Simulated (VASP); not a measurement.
# AlCu3 (Pm-3m) in VASP: a series of runs

The runs below take AlCu3 through single point, with PBEsol.

All numbers are computed with VASP 6.6.1; they aren't measurements. Logs are shortened: lines on timing, memory, paths and dates and some standing lists are left out, and cuts for length are marked.

### Step 1. The cell of the first run

It takes space group Pm-3m (No. 221, cubic). The conventional cell has a = 3.637 Å, b = 3.637 Å, c = 3.637 Å, α = 90.00°, β = 90.00°, γ = 90.00°. Within 3.4 Å of Al (site symmetry m-3m) lie 12 Cu at 2.57 Å. Within 3.4 Å of Cu (site symmetry 4/mmm) lie 4 Al at 2.57 Å and 8 Cu at 2.57 Å.

### Step 2. Single point, PBEsol

The input, INCAR:

```
SYSTEM = AlCu3
PREC = Accurate
ENCUT = 520
EDIFF = 1E-6
ISMEAR = 0
SIGMA = 0.1
LREAL = .FALSE.
LASPH = .TRUE.
NELM = 100
ALGO = Normal
ISIF = 2
LWAVE = .FALSE.
LCHARG = .FALSE.
GGA = PS
NBANDS = 26
```

The input, KPOINTS:

```
Automatic mesh
0
G
  12 12 12
  0 0 0
```

The input, POSCAR:

```
AlCu3
1.0
    3.6373766700      0.0000000000      0.0000000000
    0.0000000000      3.6373766700      0.0000000000
    0.0000000000      0.0000000000      3.6373766700
Al Cu
1 3
Direct
    0.0000000000      0.0000000000      0.0000000000
    0.5000000000      0.5000000000      0.0000000000
    0.5000000000      0.0000000000      0.5000000000
    0.0000000000      0.5000000000      0.5000000000
```

Potentials or basis: VASP PAW PBE potentials, release 64 (Al, Cu).

Run with:

```bash
$ cat potpaw_PBE.64/Al/POTCAR potpaw_PBE.64/Cu/POTCAR > POTCAR
$ mpirun -np 1 vasp_std > vasp.out
```

OUTCAR:

```text
SYSTEM = AlCu3
   PREC = Accurate
   ENCUT = 520
   EDIFF = 1E-6
   ISMEAR = 0
   LREAL = .FALSE.
   LASPH = .TRUE.
   NELM = 100
   ISIF = 2
   GGA = PS

 ion  position               nearest neighbor table
   1  0.000  0.000  0.000-   2 2.57   3 2.57   4 2.57   3 2.57   4 2.57   2 2.57   4 2.57   4 2.57
                             2 2.57   3 2.57   3 2.57   2 2.57
   2  0.500  0.500  0.000-   1 2.57   3 2.57   4 2.57   3 2.57   4 2.57   1 2.57   3 2.57   3 2.57
                             1 2.57   4 2.57   4 2.57   1 2.57
   3  0.500  0.000  0.500-   1 2.57   2 2.57   4 2.57   1 2.57   2 2.57   2 2.57   4 2.57   2 2.57
                             1 2.57   4 2.57   1 2.57   4 2.57
   4  0.000  0.500  0.500-   1 2.57   2 2.57   3 2.57   1 2.57   2 2.57   1 2.57   3 2.57   1 2.57
                             2 2.57   3 2.57   2 2.57   3 2.57

  LATTYP: Found a simple cubic cell.
 ALAT       =     3.6373766700

  Lattice vectors:

 A1 = (   3.6373766700,   0.0000000000,   0.0000000000)
 A2 = (   0.0000000000,   3.6373766700,   0.0000000000)
 A3 = (   0.0000000000,   0.0000000000,   3.6373766700)

Analysis of symmetry for initial positions (statically):
=====================================================================
 Subroutine PRICEL returns:
 Original cell was already a primitive cell.

 Routine SETGRP: Setting up the symmetry group for a
 simple cubic supercell.

 Subroutine GETGRP returns: Found 48 space group operations
 (whereof 48 operations were pure point group operations)
 out of a pool of 48 trial point group operations.

The static configuration has the point symmetry O_h .

Analysis of symmetry for dynamics (positions and initial velocities):
=====================================================================
 Subroutine PRICEL returns:
 Original cell was already a primitive cell.

 Routine SETGRP: Setting up the symmetry group for a
 simple cubic supercell.

 Subroutine GETGRP returns: Found 48 space group operations
 (whereof 48 operations were pure point group operations)
 out of a pool of 48 trial point group operations.

The dynamic configuration has the point symmetry O_h .

 Subroutine INISYM returns: Found 48 space group operations
 (whereof 48 operations are pure point group operations),
 and found     1 'primitive' translations

----------------------------------------------------------------------------------------

                                     Primitive cell

  volume of cell :      48.1243

  direct lattice vectors                    reciprocal lattice vectors
     3.637376670  0.000000000  0.000000000     0.274923411  0.000000000  0.000000000
     0.000000000  3.637376670  0.000000000     0.000000000  0.274923411  0.000000000
     0.000000000  0.000000000  3.637376670     0.000000000  0.000000000  0.274923411

  length of vectors
     3.637376670  3.637376670  3.637376670     0.274923411  0.274923411  0.274923411

  position of ions in fractional coordinates (direct lattice)
     0.000000000  0.000000000  0.000000000
     0.500000000  0.500000000  0.000000000
     0.500000000  0.000000000  0.500000000
     0.000000000  0.500000000  0.500000000

  ion indices of the primitive-cell ions
   primitive index   ion index
                 1           1
                 2           2
                 3           3
                 4           4

----------------------------------------------------------------------------------------

 KPOINTS: Automatic mesh

Automatic generation of k-mesh.
 Grid dimensions read from file:
 generate k-points for:   12   12   12

 Generating k-lattice:

  Cartesian coordinates                     Fractional coordinates (reciprocal lattice)
     0.022910284  0.000000000  0.000000000     0.083333333  0.000000000  0.000000000
     0.000000000  0.022910284  0.000000000     0.000000000  0.083333333  0.000000000
     0.000000000  0.000000000  0.022910284     0.000000000  0.000000000  0.083333333

  Length of vectors
     0.022910284  0.022910284  0.022910284

  Shift w.r.t. Gamma in fractional coordinates (k-lattice)
     0.000000000  0.000000000  0.000000000

 Subroutine IBZKPT returns following result:
 ===========================================

 Found     84 irreducible k-points:

 Following reciprocal coordinates:
            Coordinates               Weight
  0.000000  0.000000  0.000000      1.000000
  0.083333  0.000000  0.000000      6.000000
  0.166667  0.000000  0.000000      6.000000
  0.250000  0.000000  0.000000      6.000000
  0.333333  0.000000  0.000000      6.000000
  0.416667  0.000000  0.000000      6.000000
[... 16 lines left out ...]
  0.333333  0.333333  0.000000     12.000000
  0.416667  0.333333  0.000000     24.000000
 [... further k-points ...]
   k-points           NKPTS =     84   k-points in BZ     NKDIM =     84   number of bands    NBANDS=     26
   number of dos      NEDOS =    301   number of ions     NIONS =      4
   total plane-waves  NPLWV =  21952
   dimension x,y,z NGX =    28 NGY =   28 NGZ =   28
   dimension x,y,z NGXF=    56 NGYF=   56 NGZF=   56
   ions per type =               1   3
   NGX,Y,Z   is equivalent  to a cutoff of  12.80, 12.80, 12.80 a.u.
   NGXF,Y,Z  is equivalent  to a cutoff of  25.59, 25.59, 25.59 a.u.
 SYSTEM =  AlCu3
   PREC   = accura    normal or accurate (medium, high low for compatibility)
   ISTART =      0    job   : 0-new  1-cont  2-samecut
   ICHARG =      2    charge: 1-file 2-atom 10-const
   ISPIN  =      1    spin polarized calculation?
   LNONCOLLINEAR =      F non collinear calculations
   LSORBIT =      F    spin-orbit coupling
   LASPH  =      T    aspherical Exc in radial PAW
   ENCUT  =  520.0 eV  38.22 Ry    6.18 a.u.   6.76  6.76  6.76*2*pi/ulx,y,z
   NELM   =    100;   NELMIN=  2; NELMDL= -5     # of ELM steps
   EDIFF  = 0.1E-05   stopping-criterion for ELM
   LREAL  =      F    real-space projection
   EDIFFG = 0.1E-04   stopping-criterion for IOM
   NSW    =      0    number of steps for IOM
   IBRION =     -1    ionic relax: 0-MD 1-quasi-New 2-CG
   NFREE  =      0    steps in history (QN), initial steepest desc. (CG)
   ISIF   =      2    stress and relaxation
   ISYM   =      2    0-nonsym 1-usesym 2-fastsym
   POTIM  = 0.5000    time-step for ionic-motion
   TEBEG  =    0.0;   TEEND  =   0.0 temperature during run
   PSTRESS=    0.0 pullay stress
   NELECT =      36.0000    total number of electrons
   NUPDOWN=      -1.0000    fix difference up-down
   EMIN   =  10.00;   EMAX   =-10.00  energy-range for DOS
   EFERMI =   0.00;   METHOD = LEGACY
   ISMEAR =     0;   SIGMA  =   0.10  broadening in eV -4-tet -1-fermi 0-gaus
   EFERMI_NEDOS =   21; number of points for ismear=-14 and -15
   IALGO  =     38    algorithm
   IMIX   =      4    mixing-type and parameters
     AMIX     =   0.40;   BMIX     =  1.00
     AMIX_MAG =   1.60;   BMIX_MAG =  1.00
  volume/ion in A,a.u.               =      12.03        81.19
  Fermi-wavevector in a.u.,A,eV,Ry     =   1.486121  2.808361 30.049207  2.208554
  Thomas-Fermi vector in A             =   2.599447
   LORBIT       =      0    0 simple, 1 ext, 2 COOP (PROOUT), +10 PAW based schemes
   GGA     = PS    functional components
   LHFCALC =     F    Hartree Fock is set to
   AEXX    =    0.0000 exact exchange contribution
   IVDW    =     0    specifies the selected vdW correction
   LEPSILON=     F    determine dielectric tensor
   LRPA    =     F    only Hartree local field effects (RPA)
 non-spin polarized calculation
 Gauss-broadening in eV      SIGMA  =   0.10
  energy-cutoff  :      520.00
  volume of cell :       48.12
 maximum number of plane-waves:      1328
 NGX is ok and might be reduce to    28
   NGX = 13   NGY = 13   NGZ = 13

 number of electron      35.9999993 magnetization

 Free energy of the ion-electron system (eV)
  ---------------------------------------------------
  ext. energy  EPLUGINS =         0.00000000
  ---------------------------------------------------
  free energy    TOTEN  =       -17.78026054 eV

  energy without entropy =      -17.77537401  energy(sigma->0) =      -17.77781728

 E-fermi :   8.5559     XC(G=0): -12.4774

 val. band max:        8.5399367034   @ k =   0.5000   0.2500   0.2500
 cond. band min:       8.6233792510   @ k =   0.1667   0.0833   0.0833
 fundamental gap:      0.0834425476
 Fermi energy:         8.5558872164

 k-point     1 :       0.0000    0.0000    0.0000
  band No.  band energies     occupation
      1      -2.1183      2.00000
      2       3.1645      2.00000
      3       3.7332      2.00000
      4       3.7332      2.00000
      5       4.0036      2.00000
      6       4.0036      2.00000
[... 18 lines left out ...]
     25      19.0912      0.00000
     26      20.4076      0.00000

 k-point     2 :       0.0833    0.0000    0.0000
  band No.  band energies     occupation
      1      -2.0375      2.00000
      2       3.1866      2.00000
      3       3.6982      2.00000
      4       3.7764      2.00000
      5       4.0153      2.00000
      6       4.0153      2.00000
[... 18 lines left out ...]
     25      18.8022      0.00000
     26      19.9633      0.00000

 k-point     3 :       0.1667    0.0000    0.0000
  band No.  band energies     occupation
      1      -1.7965      2.00000
      2       3.2124      2.00000
      3       3.5967      2.00000
      4       3.9008      2.00000
      5       4.0488      2.00000
      6       4.0488      2.00000
[... 18 lines left out ...]
     25      18.1282      0.00000
     26      18.9955      0.00000

 k-point     4 :       0.2500    0.0000    0.0000
  band No.  band energies     occupation
      1      -1.4001      2.00000
      2       2.9911      2.00000
      3       3.5722      2.00000
      4       4.0899      2.00000
      5       4.1000      2.00000
      6       4.1000      2.00000
[... 18 lines left out ...]
     25      17.7255      0.00000
     26      17.9733      0.00000
[... 496 lines left out ...]
      1       0.9371      2.00000
      2       1.5737      2.00000
      3       3.7864      2.00000
      4       4.0794      2.00000
      5       4.1782      2.00000
      6       4.3949      2.00000
[... 18 lines left out ...]
     25      18.5242      0.00000
     26      20.1256      0.00000

 k-point    23 :       0.3333    0.3333    0.0000
  band No.  band energies     occupation
      1       0.3113      2.00000
      2       3.0595      2.00000
      3       3.1512      2.00000
      4       4.1148      2.00000
      5       4.1247      2.00000
      6       4.3732      2.00000
[... 18 lines left out ...]
     25      18.0962      0.00000
     26      19.6153      0.00000

 k-point    24 :       0.4167    0.3333    0.0000
  band No.  band energies     occupation
      1       0.9032      2.00000
      2       2.4796      2.00000
      3       3.3439      2.00000
      4       4.1379      2.00000
      5       4.1587      2.00000
      6       4.4826      2.00000
[... 18 lines left out ...]
     25      18.4102      0.00000
     26      19.3282      0.00000

 [... further k-points ...]

------------------------ aborting loop because EDIFF is reached ----------------------------------------

  FORCE on cell =-STRESS in cart. coord.  units (eV):
  Direction    XX          YY          ZZ          XY          YZ          ZX
  --------------------------------------------------------------------------------------
  -------------------------------------------------------------------------------------
  Total       -0.0380744     -0.0380744     -0.0380744     -0.0000000      0.0000000     -0.0000000
  in kB       -1.2675891     -1.2675891     -1.2675891     -0.0000000      0.0000000     -0.0000000
  external PRESSURE =      -1.2675891 kB  Pullay stress =       0.0000000 kB

 VOLUME and BASIS-vectors are now :
 -----------------------------------------------------------------------------
  energy-cutoff  :      520.00
  volume of cell :       48.12
      direct lattice vectors                 reciprocal lattice vectors
     3.637376670  0.000000000  0.000000000     0.274923411  0.000000000  0.000000000
     0.000000000  3.637376670  0.000000000     0.000000000  0.274923411  0.000000000
     0.000000000  0.000000000  3.637376670     0.000000000  0.000000000  0.274923411

 POSITION                                       TOTAL-FORCE (eV/Angst)
 -----------------------------------------------------------------------------------
      0.00000      0.00000      0.00000         0.000000      0.000000      0.000000
      1.81869      1.81869      0.00000         0.000000      0.000000      0.000000
      1.81869      0.00000      1.81869         0.000000      0.000000      0.000000
      0.00000      1.81869      1.81869         0.000000      0.000000      0.000000
 -----------------------------------------------------------------------------------
    total drift:                                0.000000      0.000000      0.000000

  FREE ENERGIE OF THE ION-ELECTRON SYSTEM (eV)
  ---------------------------------------------------
  free  energy   TOTEN  =       -17.7802605413 eV

  energy  without entropy=      -17.7753740114  energy(sigma->0) =      -17.77781728
```

Wall time 1.9 min (1 thread of Intel Xeon 8259CL, shared host); peak memory 0.22 GiB.

Results:

```yaml
Free_energy: -17.7803 eV
Pressure: -0.1 GPa
Band_gap_on_the_k_mesh: zero (bands 18 and 19 overlap by 5.53 eV)
```

Caveat: the PAW data sets were made with another functional, which shifts forces and pressure a little.

### Step 3. Single point, PBEsol (12.34 Å³/atom)

This run uses another cell than the first one, of 12.34 Å³/atom.

The input, INCAR:

```
SYSTEM = AlCu3
ALGO     = Normal         ! electronic algorithm
EDIFF    = 1E-7           ! SCF threshold, eV
ENCUT    = 520            ! plane-wave cutoff, eV
GGA      = PS             ! functional
ISIF     = 2              ! what is computed and relaxed
ISMEAR   = 0              ! smearing method
LASPH    = .TRUE.         ! aspherical terms in the spheres
LCHARG   = .TRUE.         ! write CHGCAR
LELF     = .TRUE.         ! ELF
LREAL    = .FALSE.        ! projectors in reciprocal space
LVHAR    = .TRUE.       
LWAVE    = .FALSE.        ! write WAVECAR
NBANDS   = 26             ! bands
NELM     = 100            ! most SCF steps
PREC     = Accurate       ! precision mode
SIGMA    = 0.1            ! smearing width, eV
```

The input, KPOINTS:

```
k-points
0
G
  12 12 12
  0 0 0
```

The input, POSCAR:

```
AlCu3
1.0
    3.6678318640      0.0000000000      0.0000000000
    0.0000000000      3.6678318640      0.0000000000
    0.0000000000      0.0000000000      3.6678318640
Al Cu
1 3
Direct
    0.0000000000      0.0000000000      0.0000000000
    0.5000000000      0.5000000000      0.0000000000
    0.5000000000      0.0000000000      0.5000000000
    0.0000000000      0.5000000000      0.5000000000
```

Potentials or basis: VASP PAW PBE potentials, release 64 (Al, Cu).

Run with:

```bash
$ cat potpaw_PBE.64/Al/POTCAR potpaw_PBE.64/Cu/POTCAR > POTCAR
$ mpirun -np 1 vasp_std > vasp.out
```

OUTCAR:

```text
SYSTEM = AlCu3
   EDIFF = 1E-7
   ENCUT = 520
   GGA = PS
   ISIF = 2
   ISMEAR = 0
   LASPH = .TRUE.
   LREAL = .FALSE.
   NELM = 100
   PREC = Accurate

 ion  position               nearest neighbor table
   1  0.000  0.000  0.000-   2 2.59   3 2.59   4 2.59   3 2.59   4 2.59   2 2.59   4 2.59   4 2.59
                             2 2.59   3 2.59   3 2.59   2 2.59
   2  0.500  0.500  0.000-   1 2.59   3 2.59   4 2.59   3 2.59   4 2.59   1 2.59   3 2.59   3 2.59
                             1 2.59   4 2.59   4 2.59   1 2.59
[... 902 lines left out ...]
  --------------------------------------------------------------------------------------
  -------------------------------------------------------------------------------------
  Total       -1.1248764     -1.1248764     -1.1248764     -0.0000000     -0.0000000      0.0000000
  in kB      -36.5247392    -36.5247392    -36.5247392     -0.0000000     -0.0000000      0.0000000
  external PRESSURE =     -36.5247392 kB  Pullay stress =       0.0000000 kB

 VOLUME and BASIS-vectors are now :
 -----------------------------------------------------------------------------
  energy-cutoff  :      520.00
  volume of cell :       49.34
      direct lattice vectors                 reciprocal lattice vectors
     3.667831864  0.000000000  0.000000000     0.272640633  0.000000000  0.000000000
     0.000000000  3.667831864  0.000000000     0.000000000  0.272640633  0.000000000
     0.000000000  0.000000000  3.667831864     0.000000000  0.000000000  0.272640633

 POSITION                                       TOTAL-FORCE (eV/Angst)
 -----------------------------------------------------------------------------------
      0.00000      0.00000      0.00000         0.000000      0.000000      0.000000
      1.83392      1.83392      0.00000         0.000000      0.000000      0.000000
      1.83392      0.00000      1.83392         0.000000      0.000000      0.000000
      0.00000      1.83392      1.83392         0.000000      0.000000      0.000000
 -----------------------------------------------------------------------------------
    total drift:                                0.000000      0.000000      0.000000

  FREE ENERGIE OF THE ION-ELECTRON SYSTEM (eV)
  ---------------------------------------------------
  free  energy   TOTEN  =       -17.7661888753 eV

  energy  without entropy=      -17.7614812194  energy(sigma->0) =      -17.76383505
```

OSZICAR:

```text
N       E                     dE             d eps       ncg     rms          rms(c)
DAV:   1     0.250503244907E+03    0.25050E+03   -0.15536E+04  4496   0.215E+03
DAV:   2    -0.403456618942E+01   -0.25454E+03   -0.24372E+03  4372   0.353E+02
DAV:   3    -0.220864900647E+02   -0.18052E+02   -0.17224E+02  4978   0.133E+02
DAV:   4    -0.224851565484E+02   -0.39867E+00   -0.39743E+00  6608   0.225E+01
DAV:   5    -0.224909505050E+02   -0.57940E-02   -0.57932E-02  6680   0.221E+00    0.182E+01
DAV:   6    -0.214735435728E+02    0.10174E+01   -0.48498E+01  5130   0.171E+02    0.123E+01
DAV:   7    -0.178159177333E+02    0.36576E+01   -0.12121E+01  5298   0.800E+01    0.977E-01
DAV:   8    -0.177978438353E+02    0.18074E-01   -0.54737E-01  6368   0.117E+01    0.134E+00
DAV:   9    -0.177661194201E+02    0.31724E-01   -0.68640E-02  5596   0.587E+00    0.738E-02
DAV:  10    -0.177663317578E+02   -0.21234E-03   -0.30429E-03  6162   0.862E-01    0.995E-02
DAV:  11    -0.177661911520E+02    0.14061E-03   -0.58268E-04  5704   0.541E-01    0.208E-02
DAV:  12    -0.177661893991E+02    0.17530E-05   -0.51568E-05  6148   0.130E-01    0.503E-03
DAV:  13    -0.177661891996E+02    0.19945E-06   -0.27839E-06  6554   0.313E-02    0.226E-03
DAV:  14    -0.177661888413E+02    0.35827E-06   -0.35833E-07  4022   0.131E-02    0.905E-04
DAV:  15    -0.177661888753E+02   -0.33991E-07   -0.45298E-08  2664   0.458E-03
   1 F= -.17766189E+02 E0= -.17763835E+02  d E =-.470766E-02
```

stdout:

```text
POSCAR found type information on POSCAR AlCu
 POSCAR found :  2 types and       4 ions
 scaLAPACK will be used
 -----------------------------------------------------------------------------
|                                                                             |
|                                                                             |
|     You enforced a specific xc type in the INCAR file but a different       |
|     I HOPE YOU KNOW WHAT YOU ARE DOING!                                     |
|                                                                             |
 -----------------------------------------------------------------------------

 LDA part: xc-table for (Slater+PW92), standard interpolation
 POSCAR, INCAR and KPOINTS ok, starting setup
 FFT: planning ... GRIDC
 FFT: planning ... GRID_SOFT
 FFT: planning ... GRID
 WAVECAR not read
 entering main loop
```

It took 2.4 min on 1 thread of Intel Xeon 8259CL, shared host; peak memory 0.22 GiB.

What came out:

- Free energy: -17.7662 eV
- Pressure: -3.7 GPa
- Band gap on the k mesh: zero (bands 18 and 19 overlap by 5.42 eV)

Caveat: the cell stands under tension; the PAW data sets were made with another functional, which shifts forces and pressure a little.

[end of part 1 of 2]
